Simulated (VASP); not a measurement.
# SrB6 (Pm-3m) in VASP: notebook, part 2 of 2

VASP 6.6.1.

### 3 Relaxation of cell and atoms, LDA

This run uses another cell than the first one, of 10.56 Å³/atom.

File INCAR:

```
SYSTEM = SrB6
PREC = Accurate ; ENCUT = 600
EDIFF = 1E-6 ; ISMEAR = 0
SIGMA = 0.01 ; LREAL = .False.
LASPH = .True. ; NELM = 100
ALGO = Normal ; ISIF = 3
LWAVE = .False. ; LCHARG = .False.
GGA = CA ; IBRION = 2
NSW = 70 ; EDIFFG = -0.005
```

File KPOINTS:

```
regular mesh
0
Gamma
  8 8 8
  0 0 0
```

File POSCAR:

```
SrB6
1.0
    4.1968564124      0.0000000000      0.0000000000
    0.0000000000      4.1968564124      0.0000000000
    0.0000000000      0.0000000000      4.1968564124
Sr B
1 6
Direct
    0.0000000000      0.0000000000      0.0000000000
    0.5000000000      0.5000000000      0.2031352495
    0.5000000000      0.5000000000      0.7968647505
    0.2031352495      0.5000000000      0.5000000000
    0.7968647505      0.5000000000      0.5000000000
    0.5000000000      0.2031352495      0.5000000000
    0.5000000000      0.7968647505      0.5000000000
```

Potentials or basis: VASP PAW LDA potentials, release 64 (Sr_sv, B).

Run with:

```console
$ cat potpaw_LDA.64/Sr_sv/POTCAR potpaw_LDA.64/B/POTCAR > POTCAR
$ mpirun -np 1 vasp_std > vasp.out
```

OUTCAR:

```text
SYSTEM = SrB6
   PREC = Accurate
   ENCUT = 600
   EDIFF = 1E-6
   ISMEAR = 0
   LREAL = .False.
   LASPH = .True.
   NELM = 100
   ISIF = 3
   GGA = CA
   IBRION = 2
   NSW = 70
   EDIFFG = -0.005

 ion  position               nearest neighbor table
   1  0.000  0.000  0.000-   2 3.09   3 3.09   4 3.09   5 3.09   6 3.09   7 3.09   4 3.09   5 3.09
                             6 3.09   7 3.09   2 3.09   3 3.09   4 3.09   5 3.09   4 3.09   5 3.09
   2  0.500  0.500  0.203-   3 1.71   4 1.76   5 1.76   6 1.76   7 1.76   1 3.09   1 3.09   1 3.09
                             1 3.09
   3  0.500  0.500  0.797-   2 1.71   4 1.76   5 1.76   6 1.76   7 1.76   1 3.09   1 3.09   1 3.09
                             1 3.09
   4  0.203  0.500  0.500-   5 1.71   3 1.76   2 1.76   6 1.76   7 1.76   1 3.09   1 3.09   1 3.09
                             1 3.09
   5  0.797  0.500  0.500-   4 1.71   3 1.76   2 1.76   6 1.76   7 1.76   1 3.09   1 3.09   1 3.09
                             1 3.09
   6  0.500  0.203  0.500-   7 1.71   3 1.76   4 1.76   5 1.76   2 1.76   1 3.09   1 3.09   1 3.09
                             1 3.09
   7  0.500  0.797  0.500-   6 1.71   3 1.76   4 1.76   5 1.76   2 1.76   1 3.09   1 3.09   1 3.09
                             1 3.09

  LATTYP: Found a simple cubic cell.
 ALAT       =     4.1968564124

  Lattice vectors:

 A1 = (   4.1968564124,   0.0000000000,   0.0000000000)
 A2 = (   0.0000000000,   4.1968564124,   0.0000000000)
 A3 = (   0.0000000000,   0.0000000000,   4.1968564124)

Analysis of symmetry for initial positions (statically):
=====================================================================
 Subroutine PRICEL returns:
 Original cell was already a primitive cell.

 Routine SETGRP: Setting up the symmetry group for a
 simple cubic supercell.

 Subroutine GETGRP returns: Found 48 space group operations
 (whereof 48 operations were pure point group operations)
 out of a pool of 48 trial point group operations.

The static configuration has the point symmetry O_h .

Analysis of symmetry for dynamics (positions and initial velocities):
=====================================================================
 Subroutine PRICEL returns:
 Original cell was already a primitive cell.

 Routine SETGRP: Setting up the symmetry group for a
 simple cubic supercell.

 Subroutine GETGRP returns: Found 48 space group operations
 (whereof 48 operations were pure point group operations)
 out of a pool of 48 trial point group operations.

The dynamic configuration has the point symmetry O_h .

 Subroutine INISYM returns: Found 48 space group operations
 (whereof 48 operations are pure point group operations),
 and found     1 'primitive' translations

----------------------------------------------------------------------------------------

                                     Primitive cell

  volume of cell :      73.9218

  direct lattice vectors                    reciprocal lattice vectors
     4.196856412  0.000000000  0.000000000     0.238273579  0.000000000  0.000000000
     0.000000000  4.196856412  0.000000000     0.000000000  0.238273579  0.000000000
     0.000000000  0.000000000  4.196856412     0.000000000  0.000000000  0.238273579

  length of vectors
     4.196856412  4.196856412  4.196856412     0.238273579  0.238273579  0.238273579

  position of ions in fractional coordinates (direct lattice)
     0.000000000  0.000000000  0.000000000
[... 73 lines left out ...]
   dimension x,y,z NGX =    36 NGY =   36 NGZ =   36
   dimension x,y,z NGXF=    72 NGYF=   72 NGZF=   72
   ions per type =               1   6
   NGX,Y,Z   is equivalent  to a cutoff of  14.26, 14.26, 14.26 a.u.
   NGXF,Y,Z  is equivalent  to a cutoff of  28.52, 28.52, 28.52 a.u.
 SYSTEM =  SrB6
   PREC   = accura    normal or accurate (medium, high low for compatibility)
   ISTART =      0    job   : 0-new  1-cont  2-samecut
   ICHARG =      2    charge: 1-file 2-atom 10-const
   ISPIN  =      1    spin polarized calculation?
   LNONCOLLINEAR =      F non collinear calculations
   LSORBIT =      F    spin-orbit coupling
   LASPH  =      T    aspherical Exc in radial PAW
   ENCUT  =  600.0 eV  44.10 Ry    6.64 a.u.   8.38  8.38  8.38*2*pi/ulx,y,z
   NELM   =    100;   NELMIN=  2; NELMDL= -5     # of ELM steps
   EDIFF  = 0.1E-05   stopping-criterion for ELM
   LREAL  =      F    real-space projection
   EDIFFG = -.5E-02   stopping-criterion for IOM
   NSW    =     70    number of steps for IOM
   IBRION =      2    ionic relax: 0-MD 1-quasi-New 2-CG
   NFREE  =      1    steps in history (QN), initial steepest desc. (CG)
   ISIF   =      3    stress and relaxation
   ISYM   =      2    0-nonsym 1-usesym 2-fastsym
   POTIM  = 0.5000    time-step for ionic-motion
   TEBEG  =    0.0;   TEEND  =   0.0 temperature during run
   PSTRESS=    0.0 pullay stress
   NELECT =      28.0000    total number of electrons
   NUPDOWN=      -1.0000    fix difference up-down
   EMIN   =  10.00;   EMAX   =-10.00  energy-range for DOS
   EFERMI =   0.00;   METHOD = LEGACY
   ISMEAR =     0;   SIGMA  =   0.01  broadening in eV -4-tet -1-fermi 0-gaus
   EFERMI_NEDOS =   21; number of points for ismear=-14 and -15
   IALGO  =     38    algorithm
   IMIX   =      4    mixing-type and parameters
     AMIX     =   0.40;   BMIX     =  1.00
     AMIX_MAG =   1.60;   BMIX_MAG =  1.00
  volume/ion in A,a.u.               =      10.56        71.26
  Fermi-wavevector in a.u.,A,eV,Ry     =   1.184505  2.238389 19.089668  1.403051
  Thomas-Fermi vector in A             =   2.320717
   LORBIT       =      0    0 simple, 1 ext, 2 COOP (PROOUT), +10 PAW based schemes
   GGA     = CA    functional components
   LHFCALC =     F    Hartree Fock is set to
   AEXX    =    0.0000 exact exchange contribution
   IVDW    =     0    specifies the selected vdW correction
   LEPSILON=     F    determine dielectric tensor
   LRPA    =     F    only Hartree local field effects (RPA)
 conjugate gradient relaxation of ions
 non-spin polarized calculation
 Gauss-broadening in eV      SIGMA  =   0.01
  energy-cutoff  :      600.00
  volume of cell :       73.92
 maximum number of plane-waves:      2517
 NGX is ok and might be reduce to    36
   NGX = 17   NGY = 17   NGZ = 17

--------------------------------------- Ionic step        1  -------------------------------------------

 number of electron      28.0000000 magnetization

 Free energy of the ion-electron system (eV)
  ---------------------------------------------------
  ext. energy  EPLUGINS =         0.00000000
  ---------------------------------------------------
  free energy    TOTEN  =       -49.87046195 eV

  energy without entropy =      -49.87046194  energy(sigma->0) =      -49.87046194

------------------------ aborting loop because EDIFF is reached ----------------------------------------

  FORCE on cell =-STRESS in cart. coord.  units (eV):
  Direction    XX          YY          ZZ          XY          YZ          ZX
  --------------------------------------------------------------------------------------
  -------------------------------------------------------------------------------------
  Total       -2.9486424     -2.9486424     -2.9486424      0.0000000     -0.0000000      0.0000000
  in kB      -63.9087542    -63.9087542    -63.9087542      0.0000000     -0.0000000      0.0000000
  external PRESSURE =     -63.9087542 kB  Pullay stress =       0.0000000 kB
[... 151 lines left out ...]
--------------------------------------- Ionic step        5  -------------------------------------------

 number of electron      27.9999999 magnetization

 Free energy of the ion-electron system (eV)
  ---------------------------------------------------
  ext. energy  EPLUGINS =         0.00000000
  ---------------------------------------------------
  free energy    TOTEN  =       -49.93229596 eV

  energy without entropy =      -49.93229596  energy(sigma->0) =      -49.93229596

 E-fermi :   4.6404     XC(G=0): -11.0534

 val. band max:        4.6074189321   @ k =   0.3750   0.0000   0.0000
 cond. band min:       4.6727829122   @ k =   0.5000   0.0000   0.0000
 fundamental gap:      0.0653639801
 Fermi energy:         4.6404151515

 k-point     1 :       0.0000    0.0000    0.0000
  band No.  band energies     occupation
      1     -29.7534      2.00000
      2     -11.9162      2.00000
      3     -11.9162      2.00000
      4     -11.9162      2.00000
      5      -9.6277      2.00000
      6      -2.0919      2.00000
[... 481 lines left out ...]
      5      -9.0387      2.00000
      6      -3.7700      2.00000
[... 10 lines left out ...]
     17      10.3777      0.00000
     18      10.5069      0.00000

 [... further k-points ...]

------------------------ aborting loop because EDIFF is reached ----------------------------------------

  FORCE on cell =-STRESS in cart. coord.  units (eV):
  Direction    XX          YY          ZZ          XY          YZ          ZX
  --------------------------------------------------------------------------------------
  -------------------------------------------------------------------------------------
  Total       -0.0093281     -0.0093281     -0.0093281     -0.0000000      0.0000000     -0.0000000
  in kB       -0.2107678     -0.2107678     -0.2107678     -0.0000000      0.0000000     -0.0000000
  external PRESSURE =      -0.2107678 kB  Pullay stress =       0.0000000 kB
[... 22 lines left out ...]
  FREE ENERGIE OF THE ION-ELECTRON SYSTEM (eV)
  ---------------------------------------------------
  free  energy   TOTEN  =       -49.9322959649 eV

  energy  without entropy=      -49.9322959624  energy(sigma->0) =      -49.93229596

 reached required accuracy - stopping structural energy minimisation
```

Wall time 2.8 min (1 thread of Intel Xeon Platinum 8488C (Sapphire Rapids), shared host); peak memory 0.21 GiB.

What came out:

- Free energy: -49.9323 eV
- Relaxed volume: 10.13 Å³/atom
- Relaxed cell: a = 4.139 Å, b = 4.139 Å, c = 4.139 Å, α = 90.00°, β = 90.00°, γ = 90.00°
- Space group after relaxing (to 0.1 Å): Pm-3m (No. 221)
- Energy gained by relaxing: 8.8 meV/atom
- Ionic steps: 5
- Pressure after relaxing: 0.0 GPa
- Largest force after relaxing: 0.003 eV/Å
- Band gap on the k mesh: 0.07 eV

Forces in eV/Å, atoms in the order of the input:
```
Sr   0.000  0.000  0.000
B    0.000  0.000  0.003
B    0.000  0.000 -0.003
B    0.003  0.000  0.000
B   -0.003  0.000  0.000
B    0.000  0.003  0.000
B    0.000 -0.003  0.000
```

Step by step:
```csv
step,energy change (eV),largest force (eV/Å),pressure (GPa),volume (Å³)
1,0.0000,0.1684,-6.39,73.92
2,-0.0265,0.6875,4.15,69.51
3,-0.0562,0.3047,-0.56,71.31
4,-0.0532,0.3510,0.68,70.39
5,-0.0618,0.0033,-0.02,70.91
```

Final structure:
```
Sr B
1.0
     4.13904    0.00000    0.00000
     0.00000    4.13904    0.00000
     0.00000    0.00000    4.13904
Sr B
1 6
Direct
  0.00000 0.00000 0.00000
  0.50000 0.50000 0.20295
  0.50000 0.50000 0.79705
  0.20295 0.50000 0.50000
  0.79705 0.50000 0.50000
  0.50000 0.20295 0.50000
  0.50000 0.79705 0.50000
```
